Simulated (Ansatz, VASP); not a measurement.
## Two plane-wave programs on P

```
P
1.0
    -1.52574    1.52574    1.52574
     1.52574   -1.52574    1.52574
     1.52574    1.52574   -1.52574
P
1
Direct
  0.00000 0.00000 0.00000
```

Alike in both runs: functional PBE; k mesh 17 × 17 × 17; occupations fermi-dirac, width 0.1 eV; no spin polarisation.

Ansatz relaxed the structure, and its values are those at the end. VASP's run is a single point on that final structure, the one shown.

```csv
,VASP,Ansatz
version,VASP 6.6.1,Ansatz 0.2.0
potentials or method,"VASP PAW PBE potentials, release 64 (P)","PAW with Ansatz's default frozen-core files, scalar-relativistic"
plane-wave cutoff (eV),520,420
valence electrons in the cell,5,5
```

VASP gave:

```
pressure (GPa) : -0.2
```

Task: Estimate Ansatz's values.

Result: Pressure (GPa): 0.0.
